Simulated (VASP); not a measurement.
SnGeO2, 4 atoms in the cell. It takes space group P-6m2 (No. 187, hexagonal). Conventional cell: a = 4.662 Å, b = 4.662 Å, c = 4.026 Å, α = 90.00°, β = 90.00°, γ = 120.00°. Sn (site symmetry -6m2) has 2 O at 2.01 Å and 3 Ge at 2.69 Å within 2.7 Å. Ge (site symmetry -6m2) has 3 Sn at 2.69 Å and 12 O at 3.36 Å within 3.5 Å. Within 2.7 Å of O (site symmetry -6m2) lie 2 Sn at 2.01 Å and 3 O at 2.69 Å. O (site symmetry -6m2) has 3 O at 2.69 Å and 6 Ge at 3.36 Å and 6 Sn at 3.36 Å within 3.5 Å. The cell was generated, and may not be a known phase.

| Quantity | Value |
| --- | --- |
| Program | VASP 6.6.1 |
| Task | single point |
| Functional | PBE |
| Potentials or basis | VASP PAW PBE potentials, release 64 (Sn_d, Ge_d, O) |
| Cutoff | 520 eV |
| k mesh | 12 × 12 × 12 |
| Occupations | gaussian, width 0.1 eV |
| Spin | no spin polarisation |
| Dipole correction | no |
| Further INCAR settings | ALGO = Normal; EDIFF = 1e-06; NBANDS = 28 |

Potentials or basis: VASP PAW PBE potentials, release 64 (Sn_d, Ge_d, O).

The run is started by

```bash
$ cat potpaw_PBE.64/Sn_d/POTCAR potpaw_PBE.64/Ge_d/POTCAR potpaw_PBE.64/O/POTCAR > POTCAR
$ mpirun -np 1 vasp_std > vasp.out
```

Hardware: 1 thread of Intel(R) Xeon(R) Platinum 8559C (Emerald Rapids) (shared host).

**Question.** Estimate the wall time of this run.

**Answer.** It took 2.1 min on 1 thread of Intel(R) Xeon(R) Platinum 8559C (Emerald Rapids), with other jobs on the host, peak memory 0.39 GiB. Counts: scf iterations 16, k points 133.
